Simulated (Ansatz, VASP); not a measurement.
Cd3HgS4 in VASP and in Ansatz

The input INCAR:

```
SYSTEM = Cd3HgS4
ALGO = Normal ; EDIFF = 1E-6
ENCUT = 520 ; GGA = PE
ISIF = 2 ; ISMEAR = 0
LASPH = .TRUE. ; LCHARG = .TRUE.
LELF = .TRUE. ; LREAL = .FALSE.
LVHAR = .TRUE. ; LWAVE = .FALSE.
NBANDS = 46 ; NELM = 80
PREC = Accurate ; SIGMA = 0.01
```

The input KPOINTS:

```
k-points
0
G
  6 6 6
  0 0 0
```

POSCAR

```
Cd3HgS4
1.0
   -3.0292772955      3.0292772955      6.0594381968
    3.0292772955     -3.0292772955      6.0594381968
    3.0292772955      3.0292772955     -6.0594381968
Cd S Hg
3 4 1
Direct
    0.7500000000      0.2500000000      0.5000000000
    0.5000000000      0.5000000000      0.0000000000
    0.2500000000      0.7500000000      0.5000000000
    0.1260947508      0.6219475268      0.0000000000
    0.8739052492      0.8739052492      0.4958527761
    0.6219475268      0.1260947508      0.0000000000
    0.3780524732      0.3780524732      0.5041472239
    0.0000000000      0.0000000000      0.0000000000
```

Input for Ansatz:

```yaml
crystal:
  lattice:
    - [-3.0292772955, 3.0292772955, 6.0594381968]
    - [3.0292772955, -3.0292772955, 6.0594381968]
    - [3.0292772955, 3.0292772955, -6.0594381968]
  atoms:
    - { symbol: Cd, position: [0.75, 0.25, 0.5] }
    - { symbol: S, position: [0.1260947508, 0.6219475268, 0.0] }
    - { symbol: Cd, position: [0.5, 0.5, 0.0] }
    - { symbol: S, position: [0.8739052492, 0.8739052492, 0.4958527761] }
    - { symbol: Cd, position: [0.25, 0.75, 0.5] }
    - { symbol: S, position: [0.6219475268, 0.1260947508, 0.0] }
    - { symbol: Hg, position: [0.0, 0.0, 0.0] }
    - { symbol: S, position: [0.3780524732, 0.3780524732, 0.5041472239] }
kpoints:
  mp_grid: { grid: [6, 6, 6] }
hamiltonian:
  xc: pbe
scf:
  occupations: { method: fixed }
  n_extra_bands: 6
output:
  forces: true
  stress: true
  eigenvalues: true
```

Alike in both runs: task single point; functional PBE; k mesh 6 × 6 × 6; no spin polarisation.

|  | VASP | Ansatz |
| --- | --- | --- |
| version | VASP 6.6.1 | Ansatz 0.2.0 |
| potentials or method | VASP PAW PBE potentials, release 64 (Cd, S, Hg) | plane waves, PAW |
| plane-wave cutoff (eV) | 520 | 420 |
| occupations | gaussian, width 0.01 eV | fixed |
| valence electrons in the cell | 72 | 104 |

|  | VASP | Ansatz | Ansatz less VASP |
| --- | --- | --- | --- |
| gap on the k mesh at the Fermi level (eV) | 0.51 | 0.51 | +0.002 |
| pressure (GPa) | -2.5 | -2.7 | -0.20 |

VASP's potentials hold 72 valence electrons a cell and Ansatz's 104, so a difference there can come from the potentials and not from the codes.

Spin-orbit coupling is off throughout.
